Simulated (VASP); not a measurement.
Ge4F: single point with PBE+D3(BJ)

Ge4F, a slab with vacuum:

```
CELL_PARAMETERS angstrom
4.03036 0.00000 0.00000
0.00000 4.03036 0.00000
0.00000 0.00000 21.64166
ATOMIC_POSITIONS crystal
Ge 0.00000 0.50000 0.18483
Ge 0.00000 0.00000 0.25067
Ge 0.50000 0.00000 0.31966
Ge 0.50000 0.50000 0.38544
F 0.50000 0.87500 0.53793
```

- Program: VASP 6.6.1
- Task: single point
- Functional: PBE
- Dispersion: D3(BJ)
- Potentials or basis: VASP PAW PBE potentials, release 64 (Ge_d, F)
- Cutoff: 520 eV
- k mesh: 7 × 7 × 1
- Occupations: gaussian, width 0.1 eV
- Spin: no spin polarisation
- Dipole correction: yes
- Further INCAR settings: ALGO = Normal; EDIFF = 1e-06; NBANDS = 40

The largest force is 0.649 eV/Å. The dispersion energy per atom is -0.176 eV.

Forces in eV/Å, atoms in the order of the input:
```
Ge   0.000  0.014 -0.083
Ge   0.000  0.011  0.092
Ge   0.000 -0.041  0.037
Ge   0.000  0.112  0.595
F    0.000 -0.097 -0.641
```

Levels at points of the mesh, in eV from the Fermi level:
```csv
k point,band 27,band 28,band 29,band 30,band 31,band 32,band 33,band 34,band 35,band 36
"(0.00, 0.00, 0.00)",-1.50,-0.34,-0.24,-0.05,-0.04,0.82,1.31,1.94,2.08,2.42
```

Wall time 9.2 min on 1 thread of AMD EPYC 7R13, on a shared host, peak memory 0.46 GiB.

Caveat: an odd number of electrons without spin polarisation forces a metal; a magnetic or distorted state may lie lower.
